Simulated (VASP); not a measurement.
# Si (Fd-3m) in VASP: a series of runs

Si is run at these levels: PBE; tasks: single point.

Everything below comes from runs of VASP 6.6.1. Logs are shortened: lines on timing, memory, paths and dates and some standing lists are left out, and cuts for length are marked.

## Step 1: The cell of the first run

The structure is cubic, space group Fd-3m (No. 227). Conventional cell: a = 5.470 Å, b = 5.470 Å, c = 5.470 Å, α = 90.00°, β = 90.00°, γ = 90.00°. Si (site symmetry -43m) has 4 Si at 2.37 Å within 3.1 Å.

## Step 2: Single point, PBE

Contents of INCAR:

```
PREC = Accurate
ENCUT = 500
EDIFF = 1E-6
ISMEAR = 0
SIGMA = 0.02
LREAL = False
LASPH = True
NELM = 120
ALGO = Normal
ISIF = 2
LWAVE = False
LCHARG = True
GGA = PE
LELF = True
LVHAR = True
NBANDS = 11
GGA_COMPAT = False
```

Contents of KPOINTS:

```
regular mesh
0
Gamma
  8 8 8
```

Contents of POSCAR:

```
Si
1.0
    0.0000000000      2.7349905235      2.7349905235
    2.7349905235      0.0000000000      2.7349905235
    2.7349905235      2.7349905235      0.0000000000
Si
2
Direct
    0.0000000000      0.0000000000      0.0000000000
    0.2500000000      0.2500000000      0.2500000000
```

Potentials or basis: VASP PAW PBE potentials, release 64 (Si).

Launch:

```console
$ cat potpaw_PBE.64/Si/POTCAR > POTCAR
$ mpirun -np 1 vasp_std > vasp.out
```

OUTCAR:

```text
PREC = Accurate
   ENCUT = 500
   EDIFF = 1E-6
   ISMEAR = 0
   LREAL = False
   LASPH = True
   NELM = 120
   ISIF = 2
   GGA = PE

 ion  position               nearest neighbor table
   1  0.000  0.000  0.000-   2 2.37   2 2.37   2 2.37   2 2.37
   2  0.250  0.250  0.250-   1 2.37   1 2.37   1 2.37   1 2.37

  LATTYP: Found a face centered cubic cell.
 ALAT       =     5.4699810470

  Lattice vectors:

 A1 = (   0.0000000000,   2.7349905235,   2.7349905235)
 A2 = (   2.7349905235,   0.0000000000,   2.7349905235)
 A3 = (   2.7349905235,   2.7349905235,   0.0000000000)

Analysis of symmetry for initial positions (statically):
=====================================================================
 Subroutine PRICEL returns:
 Original cell was already a primitive cell.

 Routine SETGRP: Setting up the symmetry group for a
 face centered cubic supercell.

 Subroutine GETGRP returns: Found 48 space group operations
 (whereof 24 operations were pure point group operations)
 out of a pool of 48 trial point group operations.

The static configuration has the point symmetry T_d .
 The point group associated with its full space group is O_h .

Analysis of symmetry for dynamics (positions and initial velocities):
=====================================================================
 Subroutine PRICEL returns:
 Original cell was already a primitive cell.

 Routine SETGRP: Setting up the symmetry group for a
 face centered cubic supercell.

 Subroutine GETGRP returns: Found 48 space group operations
 (whereof 24 operations were pure point group operations)
 out of a pool of 48 trial point group operations.

The dynamic configuration has the point symmetry T_d .
 The point group associated with its full space group is O_h .

 Subroutine INISYM returns: Found 48 space group operations
 (whereof 24 operations are pure point group operations),
 and found     1 'primitive' translations

----------------------------------------------------------------------------------------

                                     Primitive cell

  volume of cell :      40.9164

  direct lattice vectors                    reciprocal lattice vectors
     0.000000000  2.734990524  2.734990524    -0.182815990  0.182815990  0.182815990
     2.734990524  0.000000000  2.734990524     0.182815990 -0.182815990  0.182815990
     2.734990524  2.734990524  0.000000000     0.182815990  0.182815990 -0.182815990

  length of vectors
     3.867860691  3.867860691  3.867860691     0.316646583  0.316646583  0.316646583

  position of ions in fractional coordinates (direct lattice)
     0.000000000  0.000000000  0.000000000
     0.250000000  0.250000000  0.250000000

  ion indices of the primitive-cell ions
   primitive index   ion index
                 1           1
                 2           2

----------------------------------------------------------------------------------------

 KPOINTS: regular mesh

Automatic generation of k-mesh.
 Grid dimensions read from file:
 generate k-points for:    8    8    8

 Generating k-lattice:

  Cartesian coordinates                     Fractional coordinates (reciprocal lattice)
    -0.022851999  0.022851999  0.022851999     0.125000000  0.000000000  0.000000000
     0.022851999 -0.022851999  0.022851999     0.000000000  0.125000000  0.000000000
     0.022851999  0.022851999 -0.022851999     0.000000000  0.000000000  0.125000000

  Length of vectors
     0.039580823  0.039580823  0.039580823

  Shift w.r.t. Gamma in fractional coordinates (k-lattice)
     0.000000000  0.000000000  0.000000000

 Subroutine IBZKPT returns following result:
 ===========================================

 Found     29 irreducible k-points:

 Following reciprocal coordinates:
            Coordinates               Weight
  0.000000  0.000000  0.000000      1.000000
  0.125000  0.000000  0.000000      8.000000
  0.250000  0.000000  0.000000      8.000000
  0.375000  0.000000  0.000000      8.000000
  0.500000  0.000000  0.000000      4.000000
  0.125000  0.125000  0.000000      6.000000
[... 16 lines left out ...]
  0.500000  0.250000  0.125000     48.000000
 -0.375000  0.250000  0.125000     24.000000
 [... further k-points ...]
   k-points           NKPTS =     29   k-points in BZ     NKDIM =     29   number of bands    NBANDS=     11
   number of dos      NEDOS =    301   number of ions     NIONS =      2
   total plane-waves  NPLWV =  21952
   dimension x,y,z NGX =    28 NGY =   28 NGZ =   28
   dimension x,y,z NGXF=    56 NGYF=   56 NGZF=   56
   ions per type =               2
   NGX,Y,Z   is equivalent  to a cutoff of  12.03, 12.03, 12.03 a.u.
   NGXF,Y,Z  is equivalent  to a cutoff of  24.07, 24.07, 24.07 a.u.
 SYSTEM =  unknown system
   PREC   = accura    normal or accurate (medium, high low for compatibility)
   ISTART =      0    job   : 0-new  1-cont  2-samecut
   ICHARG =      2    charge: 1-file 2-atom 10-const
   ISPIN  =      1    spin polarized calculation?
   LNONCOLLINEAR =      F non collinear calculations
   LSORBIT =      F    spin-orbit coupling
   LASPH  =      T    aspherical Exc in radial PAW
   ENCUT  =  500.0 eV  36.75 Ry    6.06 a.u.   7.05  7.05  7.05*2*pi/ulx,y,z
   NELM   =    120;   NELMIN=  2; NELMDL= -5     # of ELM steps
   EDIFF  = 0.1E-05   stopping-criterion for ELM
   LREAL  =      F    real-space projection
   EDIFFG = 0.1E-04   stopping-criterion for IOM
   NSW    =      0    number of steps for IOM
   IBRION =     -1    ionic relax: 0-MD 1-quasi-New 2-CG
   NFREE  =      0    steps in history (QN), initial steepest desc. (CG)
   ISIF   =      2    stress and relaxation
   ISYM   =      2    0-nonsym 1-usesym 2-fastsym
   POTIM  = 0.5000    time-step for ionic-motion
   TEBEG  =    0.0;   TEEND  =   0.0 temperature during run
   PSTRESS=    0.0 pullay stress
   NELECT =       8.0000    total number of electrons
   NUPDOWN=      -1.0000    fix difference up-down
   EMIN   =  10.00;   EMAX   =-10.00  energy-range for DOS
   EFERMI =   0.00;   METHOD = LEGACY
   ISMEAR =     0;   SIGMA  =   0.02  broadening in eV -4-tet -1-fermi 0-gaus
   EFERMI_NEDOS =   21; number of points for ismear=-14 and -15
   IALGO  =     38    algorithm
   IMIX   =      4    mixing-type and parameters
     AMIX     =   0.40;   BMIX     =  1.00
     AMIX_MAG =   1.60;   BMIX_MAG =  1.00
  volume/ion in A,a.u.               =      20.46       138.06
  Fermi-wavevector in a.u.,A,eV,Ry     =   0.950180  1.795579 12.283899  0.902841
  Thomas-Fermi vector in A             =   2.078532
   LORBIT       =      0    0 simple, 1 ext, 2 COOP (PROOUT), +10 PAW based schemes
   GGA     = PE    functional components
   LHFCALC =     F    Hartree Fock is set to
   AEXX    =    0.0000 exact exchange contribution
   IVDW    =     0    specifies the selected vdW correction
   LEPSILON=     F    determine dielectric tensor
   LRPA    =     F    only Hartree local field effects (RPA)
 non-spin polarized calculation
 Gauss-broadening in eV      SIGMA  =   0.02
  energy-cutoff  :      500.00
  volume of cell :       40.92
 maximum number of plane-waves:      1056
   NGX = 15   NGY = 15   NGZ = 15

 number of electron       8.0000000 magnetization

 Free energy of the ion-electron system (eV)
  ---------------------------------------------------
  ext. energy  EPLUGINS =         0.00000000
  ---------------------------------------------------
  free energy    TOTEN  =       -10.84606405 eV

  energy without entropy =      -10.84606405  energy(sigma->0) =      -10.84606405

 E-fermi :   5.7212     XC(G=0):  -9.3239

 val. band max:        5.6105117270   @ k =   0.0000   0.0000   0.0000
 cond. band min:       6.2615873269   @ k =   0.3750   0.3750   0.0000
 fundamental gap:      0.6510755999
 Fermi energy:         5.7211620569

 k-point     1 :       0.0000    0.0000    0.0000
  band No.  band energies     occupation
      1      -6.1998      2.00000
      2       5.6105      2.00000
      3       5.6105      2.00000
      4       5.6105      2.00000
      5       8.1667      0.00000
      6       8.1667      0.00000
      7       8.1667      0.00000
      8       8.7366      0.00000
      9      13.3188      0.00000
     10      13.3188      0.00000
     11      13.4849      0.00000

 k-point     2 :       0.1250    0.0000    0.0000
  band No.  band energies     occupation
      1      -5.9994      2.00000
      2       4.0199      2.00000
      3       5.3283      2.00000
      4       5.3283      2.00000
      5       8.0513      0.00000
      6       8.5819      0.00000
      7       8.5819      0.00000
      8      10.1374      0.00000
      9      12.8461      0.00000
     10      12.8461      0.00000
     11      14.2603      0.00000

 k-point     3 :       0.2500    0.0000    0.0000
  band No.  band energies     occupation
      1      -5.4153      2.00000
      2       1.7254      2.00000
      3       4.8659      2.00000
      4       4.8659      2.00000
      5       7.5673      0.00000
      6       9.0997      0.00000
      7       9.0997      0.00000
      8      12.3561      0.00000
      9      12.7969      0.00000
     10      12.7969      0.00000
     11      14.5377      0.00000

 k-point     4 :       0.3750    0.0000    0.0000
  band No.  band energies     occupation
      1      -4.5414      2.00000
      2      -0.2579      2.00000
      3       4.5432      2.00000
      4       4.5432      2.00000
      5       7.2027      0.00000
      6       9.0632      0.00000
      7       9.0632      0.00000
      8      13.4461      0.00000
      9      14.1480      0.00000
     10      14.1480      0.00000
     11      15.1169      0.00000

 k-point     5 :       0.5000    0.0000    0.0000
  band No.  band energies     occupation
      1      -3.9227      2.00000
      2      -1.2552      2.00000
      3       4.4326      2.00000
      4       4.4326      2.00000
      5       7.0745      0.00000
      6       8.9598      0.00000
      7       8.9598      0.00000
      8      13.3111      0.00000
      9      16.1035      0.00000
     10      16.1035      0.00000
     11      16.7877      0.00000
[... 211 lines left out ...]
 k-point    21 :       0.5000    0.5000    0.0000
  band No.  band energies     occupation
      1      -2.1336      2.00000
      2      -2.1336      2.00000
      3       2.8180      2.00000
      4       2.8180      2.00000
      5       6.3629      0.00000
      6       6.3629      0.00000
      7      15.5410      0.00000
      8      15.5410      0.00000
      9      16.5153      0.00000
     10      16.5153      0.00000
     11      18.0505      0.00000

 k-point    22 :       0.3750    0.2500    0.1250
  band No.  band energies     occupation
      1      -4.8957      2.00000
      2       1.3429      2.00000
      3       2.9601      2.00000
      4       4.2111      2.00000
      5       8.0533      0.00000
      6       9.4351      0.00000
      7       9.8135      0.00000
      8      11.0494      0.00000
      9      13.3210      0.00000
     10      15.7114      0.00000
     11      16.5712      0.00000

 k-point    23 :       0.5000    0.2500    0.1250
  band No.  band energies     occupation
      1      -4.0267      2.00000
      2      -0.1757      2.00000
      3       2.3563      2.00000
      4       3.7241      2.00000
      5       8.4742      0.00000
      6       9.1394      0.00000
      7      10.5868      0.00000
      8      11.4870      0.00000
      9      14.5385      0.00000
     10      15.2340      0.00000
     11      17.5099      0.00000

 k-point    24 :      -0.3750    0.2500    0.1250
  band No.  band energies     occupation
      1      -3.3931      2.00000
      2      -1.0945      2.00000
      3       2.2249      2.00000
      4       3.5013      2.00000
      5       8.6327      0.00000
      6       8.7570      0.00000
      7      11.4553      0.00000
      8      12.6750      0.00000
      9      12.9149      0.00000
     10      16.1160      0.00000
     11      17.1594      0.00000

 [... further k-points ...]
[... 5 lines left out ...]
  --------------------------------------------------------------------------------------
  -------------------------------------------------------------------------------------
  Total       -0.0151988     -0.0151988     -0.0151988     -0.0000000     -0.0000000     -0.0000000
  in kB       -0.5951458     -0.5951458     -0.5951458     -0.0000000     -0.0000000     -0.0000000
  external PRESSURE =      -0.5951458 kB  Pullay stress =       0.0000000 kB

 VOLUME and BASIS-vectors are now :
 -----------------------------------------------------------------------------
  energy-cutoff  :      500.00
  volume of cell :       40.92
      direct lattice vectors                 reciprocal lattice vectors
     0.000000000  2.734990524  2.734990524    -0.182815990  0.182815990  0.182815990
     2.734990524  0.000000000  2.734990524     0.182815990 -0.182815990  0.182815990
     2.734990524  2.734990524  0.000000000     0.182815990  0.182815990 -0.182815990

 POSITION                                       TOTAL-FORCE (eV/Angst)
 -----------------------------------------------------------------------------------
      0.00000      0.00000      0.00000         0.000000      0.000000      0.000000
      1.36750      1.36750      1.36750        -0.000000     -0.000000     -0.000000
 -----------------------------------------------------------------------------------
    total drift:                                0.000000      0.000000     -0.000000

  FREE ENERGIE OF THE ION-ELECTRON SYSTEM (eV)
  ---------------------------------------------------
  free  energy   TOTEN  =       -10.8460640484 eV

  energy  without entropy=      -10.8460640484  energy(sigma->0) =      -10.84606405
```

Run time: 8.2 s. Hardware: 1 thread of Intel Xeon Platinum 8559C (Emerald Rapids), shared host; peak memory 0.15 GiB.

What came out:

```
Free energy            : -10.8461 eV
Pressure               : -0.1 GPa
Band gap on the k mesh : 0.65 eV, indirect (least direct gap 2.56 eV)
```

Levels at points of the mesh, in eV from the valence-band top:
```
           k point  band 1  band 2  band 3  band 4  band 5  band 6  band 7  band 8  band 9
(0.00, 0.00, 0.00)  -11.81    0.00    0.00    0.00    2.56    2.56    2.56    3.13    7.71
(0.50, 0.00, 0.00)   -9.53   -6.87   -1.18   -1.18    1.46    3.35    3.35    7.70   10.49
(0.50, 0.50, 0.00)   -7.74   -7.74   -2.79   -2.79    0.75    0.75    9.93    9.93   10.90
```

A k mesh can miss the band edges. As with any semilocal functional, this PBE gap is likely too small.

## Step 3: Single point, PBE

Contents of INCAR:

```
SYSTEM = Si
PREC = Accurate ; ENCUT = 500
EDIFF = 1E-6 ; ISMEAR = 0
SIGMA = 0.02 ; LREAL = .FALSE.
LASPH = .TRUE. ; NELM = 120
ALGO = Normal ; ISIF = 2
LWAVE = .FALSE. ; LCHARG = .FALSE.
GGA = PE ; NBANDS = 11
GGA_COMPAT = .FALSE.
```

Contents of KPOINTS:

```
Automatic mesh
0
G
  10 10 10
  0 0 0
```

POSCAR is that of step 2.

Potentials or basis: VASP PAW PBE potentials, release 64 (Si).

Launch:

```console
$ cat potpaw_PBE.64/Si/POTCAR > POTCAR
$ mpirun -np 1 vasp_std > vasp.out
```

It took 8.9 s on 1 thread of Intel Xeon Platinum 8559C (Emerald Rapids), shared host; peak memory 0.15 GiB.

The run converged. Its results:

```
Free energy            : -10.8492 eV
Pressure               : -0.1 GPa
Band gap on the k mesh : 0.62 eV, indirect (least direct gap 2.56 eV)
```

Levels at points of the mesh, in eV from the valence-band top:
```
           k point  band 2  band 3  band 4  band 5  band 6  band 7
(0.00, 0.00, 0.00)    0.00    0.00    0.00    2.56    2.56    2.56
(0.50, 0.00, 0.00)   -6.87   -1.18   -1.18    1.46    3.35    3.35
(0.50, 0.50, 0.00)   -7.74   -2.79   -2.79    0.75    0.75    9.93
```
